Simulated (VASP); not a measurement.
# HfN (R-3m) in VASP: further runs

The runs below take HfN through single point, with PBE.

All numbers are computed with VASP 6.6.1; they aren't measurements. Logs are shortened: lines on timing, memory, paths and dates and some standing lists are left out, and cuts for length are marked.

**1. The cell of the first run**

The structure is trigonal, space group R-3m (No. 166). The conventional cell has a = 3.214 Å, b = 3.214 Å, c = 7.698 Å, α = 90.00°, β = 90.00°, γ = 120.00°. Within 3.0 Å of Hf (site symmetry -3m) lie 6 N at 2.26 Å. Within 3.0 Å of N (site symmetry -3m) lie 6 Hf at 2.26 Å.

**2. Single point, PBE**

File INCAR:

```
SYSTEM = HfN
ALGO = Normal
EDIFF = 1E-6
ENCUT = 520
GGA = PE
ISIF = 2
ISMEAR = 0
LASPH = .True.
LCHARG = .True.
LELF = .True.
LREAL = .False.
LVHAR = .True.
LWAVE = .False.
NBANDS = 14
NELM = 80
PREC = Accurate
SIGMA = 0.1
```

File KPOINTS:

```
k-points
0
Gamma
  13 13 13
  0 0 0
```

File POSCAR:

```
HfN
1.0
   -0.0338400000      2.2390800000      2.2390800000
    2.2390800000     -0.0338400000      2.2390800000
    2.2390800000      2.2390800000     -0.0338400000
Hf N
1 1
Direct
    0.0000000000      0.0000000000      0.0000000000
    0.5000000000      0.5000000000      0.5000000000
```

Potentials or basis: VASP PAW PBE potentials, release 64 (Hf_pv, N).

Run with:

```
$ cat potpaw_PBE.64/Hf_pv/POTCAR potpaw_PBE.64/N/POTCAR > POTCAR
$ mpirun -np 1 vasp_std > vasp.out
```

OUTCAR:

```text
SYSTEM = HfN
   EDIFF = 1E-6
   ENCUT = 520
   GGA = PE
   ISIF = 2
   ISMEAR = 0
   LASPH = .True.
   LREAL = .False.
   NELM = 80
   PREC = Accurate

 ion  position               nearest neighbor table
   1  0.000  0.000  0.000-   2 2.26   2 2.26   2 2.26   2 2.26   2 2.26   2 2.26
   2  0.500  0.500  0.500-   1 2.26   1 2.26   1 2.26   1 2.26   1 2.26   1 2.26

  LATTYP: Found a trigonal (rhomboedric) cell.
 ALAT       =     3.1667181179
 COS(alpha) =     0.4848312789

  Lattice vectors:

 A1 = (  -0.0338400000,   2.2390800000,   2.2390800000)
 A2 = (   2.2390800000,  -0.0338400000,   2.2390800000)
 A3 = (   2.2390800000,   2.2390800000,  -0.0338400000)

Analysis of symmetry for initial positions (statically):
=====================================================================
 Subroutine PRICEL returns:
 Original cell was already a primitive cell.

 Routine SETGRP: Setting up the symmetry group for a
 trigonal (rhombohedral) supercell.

 Subroutine GETGRP returns: Found 12 space group operations
 (whereof 12 operations were pure point group operations)
 out of a pool of 12 trial point group operations.

The static configuration has the point symmetry D_3d.

Analysis of symmetry for dynamics (positions and initial velocities):
=====================================================================
 Subroutine PRICEL returns:
 Original cell was already a primitive cell.

 Routine SETGRP: Setting up the symmetry group for a
 trigonal (rhombohedral) supercell.

 Subroutine GETGRP returns: Found 12 space group operations
 (whereof 12 operations were pure point group operations)
 out of a pool of 12 trial point group operations.

The dynamic configuration has the point symmetry D_3d.

 Subroutine INISYM returns: Found 12 space group operations
 (whereof 12 operations are pure point group operations),
 and found     1 'primitive' translations

----------------------------------------------------------------------------------------

                                     Primitive cell

  volume of cell :      22.9601

  direct lattice vectors                    reciprocal lattice vectors
    -0.033840000  2.239080000  2.239080000    -0.218306361  0.221656330  0.221656330
     2.239080000 -0.033840000  2.239080000     0.221656330 -0.218306361  0.221656330
     2.239080000  2.239080000 -0.033840000     0.221656330  0.221656330 -0.218306361

  length of vectors
     3.166718118  3.166718118  3.166718118     0.381995713  0.381995713  0.381995713

  position of ions in fractional coordinates (direct lattice)
     0.000000000  0.000000000  0.000000000
     0.500000000  0.500000000  0.500000000

  ion indices of the primitive-cell ions
   primitive index   ion index
                 1           1
                 2           2

----------------------------------------------------------------------------------------

 KPOINTS: k-points

Automatic generation of k-mesh.
 Grid dimensions read from file:
 generate k-points for:   13   13   13

 Generating k-lattice:

  Cartesian coordinates                     Fractional coordinates (reciprocal lattice)
    -0.016792797  0.017050487  0.017050487     0.076923077  0.000000000  0.000000000
     0.017050487 -0.016792797  0.017050487     0.000000000  0.076923077  0.000000000
     0.017050487  0.017050487 -0.016792797     0.000000000  0.000000000  0.076923077

  Length of vectors
     0.029384286  0.029384286  0.029384286

  Shift w.r.t. Gamma in fractional coordinates (k-lattice)
     0.000000000  0.000000000  0.000000000

 Subroutine IBZKPT returns following result:
 ===========================================

 Found    231 irreducible k-points:

 Following reciprocal coordinates:
            Coordinates               Weight
  0.000000  0.000000  0.000000      1.000000
  0.076923  0.000000  0.000000      6.000000
  0.153846 -0.000000 -0.000000      6.000000
  0.230769 -0.000000 -0.000000      6.000000
  0.307692 -0.000000 -0.000000      6.000000
  0.384615  0.000000  0.000000      6.000000
[... 16 lines left out ...]
  0.384615  0.153846  0.000000     12.000000
  0.461538  0.153846 -0.000000     12.000000
 [... further k-points ...]
   k-points           NKPTS =    231   k-points in BZ     NKDIM =    231   number of bands    NBANDS=     14
   number of dos      NEDOS =    301   number of ions     NIONS =      2
   total plane-waves  NPLWV =  13824
   dimension x,y,z NGX =    24 NGY =   24 NGZ =   24
   dimension x,y,z NGXF=    48 NGYF=   48 NGZF=   48
   ions per type =               1   1
   NGX,Y,Z   is equivalent  to a cutoff of  12.60, 12.60, 12.60 a.u.
   NGXF,Y,Z  is equivalent  to a cutoff of  25.20, 25.20, 25.20 a.u.
 SYSTEM =  HfN
   PREC   = accura    normal or accurate (medium, high low for compatibility)
   ISTART =      0    job   : 0-new  1-cont  2-samecut
   ICHARG =      2    charge: 1-file 2-atom 10-const
   ISPIN  =      1    spin polarized calculation?
   LNONCOLLINEAR =      F non collinear calculations
   LSORBIT =      F    spin-orbit coupling
   LASPH  =      T    aspherical Exc in radial PAW
   ENCUT  =  520.0 eV  38.22 Ry    6.18 a.u.   5.89  5.89  5.89*2*pi/ulx,y,z
   NELM   =     80;   NELMIN=  2; NELMDL= -5     # of ELM steps
   EDIFF  = 0.1E-05   stopping-criterion for ELM
   LREAL  =      F    real-space projection
   EDIFFG = 0.1E-04   stopping-criterion for IOM
   NSW    =      0    number of steps for IOM
   IBRION =     -1    ionic relax: 0-MD 1-quasi-New 2-CG
   NFREE  =      0    steps in history (QN), initial steepest desc. (CG)
   ISIF   =      2    stress and relaxation
   ISYM   =      2    0-nonsym 1-usesym 2-fastsym
   POTIM  = 0.5000    time-step for ionic-motion
   TEBEG  =    0.0;   TEEND  =   0.0 temperature during run
   PSTRESS=    0.0 pullay stress
   NELECT =      15.0000    total number of electrons
   NUPDOWN=      -1.0000    fix difference up-down
   EMIN   =  10.00;   EMAX   =-10.00  energy-range for DOS
   EFERMI =   0.00;   METHOD = LEGACY
   ISMEAR =     0;   SIGMA  =   0.10  broadening in eV -4-tet -1-fermi 0-gaus
   EFERMI_NEDOS =   21; number of points for ismear=-14 and -15
   IALGO  =     38    algorithm
   IMIX   =      4    mixing-type and parameters
     AMIX     =   0.40;   BMIX     =  1.00
     AMIX_MAG =   1.60;   BMIX_MAG =  1.00
  volume/ion in A,a.u.               =      11.48        77.47
  Fermi-wavevector in a.u.,A,eV,Ry     =   1.420520  2.684394 27.454887  2.017877
  Thomas-Fermi vector in A             =   2.541427
   LORBIT       =      0    0 simple, 1 ext, 2 COOP (PROOUT), +10 PAW based schemes
   GGA     = PE    functional components
   LHFCALC =     F    Hartree Fock is set to
   AEXX    =    0.0000 exact exchange contribution
   IVDW    =     0    specifies the selected vdW correction
   LEPSILON=     F    determine dielectric tensor
   LRPA    =     F    only Hartree local field effects (RPA)
 non-spin polarized calculation
 Gauss-broadening in eV      SIGMA  =   0.10
  energy-cutoff  :      520.00
  volume of cell :       22.96
 maximum number of plane-waves:       629
   NGX = 11   NGY = 11   NGZ = 11

 number of electron      15.0000001 magnetization

 Free energy of the ion-electron system (eV)
  ---------------------------------------------------
  ext. energy  EPLUGINS =         0.00000000
  ---------------------------------------------------
  free energy    TOTEN  =       -21.74724691 eV

  energy without entropy =      -21.74383111  energy(sigma->0) =      -21.74553901

 E-fermi :   8.4715     XC(G=0): -12.7541

 val. band max:        8.4547210175   @ k =   0.1538  -0.0000  -0.0000
 cond. band min:       8.4891269564   @ k =   0.0769   0.0000   0.0000
 fundamental gap:      0.0344059389
 Fermi energy:         8.4714883793

 k-point     1 :       0.0000    0.0000    0.0000
  band No.  band energies     occupation
      1     -22.7240      2.00000
      2     -22.7240      2.00000
      3     -22.6951      2.00000
      4      -9.1106      2.00000
      5       5.3544      2.00000
      6       5.3544      2.00000
      7       5.4719      2.00000
      8       7.9494      2.00000
      9       7.9494      2.00000
     10       8.2933      1.98829
     11      10.2862      0.00000
     12      10.4101      0.00000
     13      10.4101      0.00000
     14      18.0044      0.00000

 k-point     2 :       0.0769    0.0000    0.0000
  band No.  band energies     occupation
      1     -22.7822      2.00000
      2     -22.7283      2.00000
      3     -22.7031      2.00000
      4      -8.9740      2.00000
      5       4.7678      2.00000
      6       5.0039      2.00000
      7       5.1281      2.00000
      8       8.1382      2.00000
      9       8.1573      1.99999
     10       8.4891      0.80301
     11      10.7004      0.00000
     12      10.8584      0.00000
     13      10.8603      0.00000
     14      18.4535      0.00000

 k-point     3 :       0.1538   -0.0000   -0.0000
  band No.  band energies     occupation
      1     -22.9456      2.00000
      2     -22.7401      2.00000
      3     -22.7187      2.00000
      4      -8.5898      2.00000
      5       3.5534      2.00000
      6       4.2669      2.00000
      7       4.4168      2.00000
      8       8.4547      1.18744
      9       8.6729      0.00440
     10       8.9738      0.00000
     11      11.7000      0.00000
     12      11.9712      0.00000
     13      11.9724      0.00000
     14      19.6517      0.00000

 k-point     4 :       0.2308   -0.0000   -0.0000
  band No.  band energies     occupation
      1     -23.1673      2.00000
      2     -22.7566      2.00000
      3     -22.7397      2.00000
      4      -8.0280      2.00000
      5       2.2476      2.00000
      6       3.5032      2.00000
      7       3.6761      2.00000
      8       8.8688      0.00000
      9       9.4132      0.00000
     10       9.7100      0.00000
     11      12.8347      0.00000
     12      13.3769      0.00000
     13      13.3934      0.00000
     14      20.6523      0.00000

 k-point     5 :       0.3077   -0.0000   -0.0000
  band No.  band energies     occupation
      1     -23.3920      2.00000
      2     -22.7741      2.00000
      3     -22.7618      2.00000
      4      -7.3886      2.00000
      5       1.0584      2.00000
      6       2.8663      2.00000
      7       3.0571      2.00000
      8       9.5024      0.00000
      9      10.3113      0.00000
     10      10.6276      0.00000
     11      13.6871      0.00000
[... 276 lines left out ...]
 k-point    22 :       0.3077    0.1538    0.0000
  band No.  band energies     occupation
      1     -23.2585      2.00000
      2     -22.8336      2.00000
      3     -22.8268      2.00000
      4      -7.7225      2.00000
      5       1.4610      2.00000
      6       3.4452      2.00000
      7       3.9722      2.00000
      8       7.3325      2.00000
      9      11.0767      0.00000
     10      11.3495      0.00000
     11      12.4908      0.00000
     12      12.6532      0.00000
     13      16.3353      0.00000
     14      20.6493      0.00000

 k-point    23 :       0.3846    0.1538    0.0000
  band No.  band energies     occupation
      1     -23.4322      2.00000
      2     -22.8645      2.00000
      3     -22.8433      2.00000
      4      -7.2722      2.00000
      5       0.8990      2.00000
      6       2.8130      2.00000
      7       3.4068      2.00000
      8       7.9915      2.00000
      9      11.7978      0.00000
     10      12.2032      0.00000
     11      13.4514      0.00000
     12      13.9800      0.00000
     13      16.9690      0.00000
     14      20.5070      0.00000

 k-point    24 :       0.4615    0.1538   -0.0000
  band No.  band energies     occupation
      1     -23.5540      2.00000
      2     -22.9017      2.00000
      3     -22.8450      2.00000
      4      -6.8997      2.00000
      5       0.4289      2.00000
      6       2.4816      2.00000
      7       2.9434      2.00000
      8       8.8982      0.00000
      9      12.1154      0.00000
     10      12.6692      0.00000
     11      14.1322      0.00000
     12      15.4058      0.00000
     13      17.3207      0.00000
     14      19.5439      0.00000

 [... further k-points ...]
[... 5 lines left out ...]
  --------------------------------------------------------------------------------------
  -------------------------------------------------------------------------------------
  Total        0.6039673      0.6039673      0.6039673      0.2715859      0.2715859      0.2715859
  in kB       42.1454217     42.1454217     42.1454217     18.9515276     18.9515276     18.9515276
  external PRESSURE =      42.1454217 kB  Pullay stress =       0.0000000 kB

 VOLUME and BASIS-vectors are now :
 -----------------------------------------------------------------------------
  energy-cutoff  :      520.00
  volume of cell :       22.96
      direct lattice vectors                 reciprocal lattice vectors
    -0.033840000  2.239080000  2.239080000    -0.218306361  0.221656330  0.221656330
     2.239080000 -0.033840000  2.239080000     0.221656330 -0.218306361  0.221656330
     2.239080000  2.239080000 -0.033840000     0.221656330  0.221656330 -0.218306361

 POSITION                                       TOTAL-FORCE (eV/Angst)
 -----------------------------------------------------------------------------------
      0.00000      0.00000      0.00000         0.000000     -0.000000      0.000000
      2.22216      2.22216      2.22216        -0.000000      0.000000     -0.000000
 -----------------------------------------------------------------------------------
    total drift:                                0.000000     -0.000000     -0.000000

  FREE ENERGIE OF THE ION-ELECTRON SYSTEM (eV)
  ---------------------------------------------------
  free  energy   TOTEN  =       -21.7472469139 eV

  energy  without entropy=      -21.7438311139  energy(sigma->0) =      -21.74553901
```

Run time: 1.8 min. Hardware: 1 thread of AMD EPYC 7R13, shared host; peak memory 0.17 GiB.

Results:

| Quantity | Value |
| --- | --- |
| Free energy | -21.7472 eV |
| Pressure | 4.2 GPa |

Caveat: spin-orbit coupling is left out, which moves the levels of the heavy elements.

**3. Single point, PBE**

File INCAR:

```
SYSTEM = HfN
ALGO = Normal
EDIFF = 1E-6
ENCUT = 520
GGA = PE
ISIF = 2
ISMEAR = 0
LASPH = .True.
LCHARG = .False.
LREAL = .False.
LWAVE = .False.
NBANDS = 14
NELM = 100
PREC = Accurate
SIGMA = 0.1
```

KPOINTS is that of step 2.

File POSCAR:

```
HfN
1.0
    0.0338400000      2.2729200000      2.2729200000
    2.2729200000      0.0338400000      2.2729200000
    2.2729200000      2.2729200000      0.0338400000
Hf N
1 1
Direct
    0.0000000000      0.0000000000      0.0000000000
    0.5000000000      0.5000000000      0.5000000000
```

Potentials or basis: VASP PAW PBE potentials, release 64 (Hf_pv, N).

Run with:

```
$ cat potpaw_PBE.64/Hf_pv/POTCAR potpaw_PBE.64/N/POTCAR > POTCAR
$ mpirun -np 1 vasp_std > vasp.out
```

Wall time 95 s (1 thread of AMD EPYC 7R13, shared host); peak memory 0.17 GiB.

It converged, with:

* Free energy: -21.7474 eV
* Pressure: 4.2 GPa

Stress tensor (GPa, compression positive):
```
 4.21 -1.87 -1.87
-1.87  4.21 -1.87
-1.87 -1.87  4.21
```

Levels at points of the mesh, in eV from the Fermi level:
```
           k point  band 3  band 4  band 5  band 6  band 7  band 8  band 9  band 10  band 11  band 12
(0.00, 0.00, 0.00)  -31.17  -17.58   -3.16   -3.03   -3.03   -0.64   -0.28    -0.28     1.81     1.94
```

Caveat: spin-orbit coupling is left out, which moves the levels of the heavy elements.

**4. Single point, PBE**

This run uses another cell than the first one, of the same volume but with other edges.

File INCAR:

```
SYSTEM = HfN
ALGO     = Normal         ! electronic algorithm
EDIFF    = 1E-6           ! SCF threshold, eV
ENCUT    = 520            ! plane-wave cutoff, eV
GGA      = PE             ! functional
ISIF     = 2              ! what is computed and relaxed
ISMEAR   = 0              ! smearing method
LASPH    = .True.         ! aspherical terms in the spheres
LCHARG   = .False.        ! write CHGCAR
LREAL    = .False.        ! projectors in reciprocal space
LWAVE    = .False.        ! write WAVECAR
NBANDS   = 14             ! bands
NELM     = 60             ! most SCF steps
PREC     = Accurate       ! precision mode
SIGMA    = 0.1            ! smearing width, eV
```

KPOINTS is that of step 3.

File POSCAR:

```
HfN
1.0
    0.0676800000      2.2898400000      2.2898400000
    2.2898400000      0.0676800000      2.2898400000
    2.2898400000      2.2898400000      0.0676800000
Hf N
1 1
Direct
    0.0000000000      0.0000000000      0.0000000000
    0.5000000000      0.5000000000      0.5000000000
```

Run with:

```
$ cat potpaw_PBE.64/Hf_pv/POTCAR potpaw_PBE.64/N/POTCAR > POTCAR
$ mpirun -np 1 vasp_std > vasp.out
```

It took 86 s on 1 thread of AMD EPYC 7R13, shared host; peak memory 0.17 GiB.

Results (log left out):

| Quantity | Value |
| --- | --- |
| Free energy | -21.7298 eV |
| Pressure | 4.4 GPa |

Stress tensor (GPa, compression positive):
```
 4.43 -3.56 -3.56
-3.56  4.43 -3.56
-3.56 -3.56  4.43
```

Levels at points of the mesh, in eV from the Fermi level:
```csv
k point,band 3,band 4,band 5,band 6,band 7,band 8,band 9,band 10,band 11,band 12
"(0.00, 0.00, 0.00)",-31.13,-17.54,-3.20,-2.95,-2.95,-0.88,-0.15,-0.15,1.91,2.00
```

Caveat: spin-orbit coupling is left out, which moves the levels of the heavy elements.

**5. Summary**

| cell | gap on the mesh (eV) | pressure (GPa) |
| --- | --- | --- |
| a = 3.167 Å, angles 61.0°, 2 atoms | none | 4.2 |
| a = 3.215 Å, angles 59.0°, 2 atoms | none | 4.2 |
| a = 3.239 Å, angles 58.0°, 2 atoms | none | 4.4 |

Alike in all rows: task single point; level PBE; potentials or basis VASP PAW PBE potentials, release 64 (Hf_pv, N); no spin polarisation; k mesh 13 × 13 × 13; cutoff (eV) 520; smearing gaussian 0.1 eV.

Caveats: spin-orbit coupling is left out, which moves the levels of the heavy elements.

Absolute energies hang on the potentials; compare differences alone.
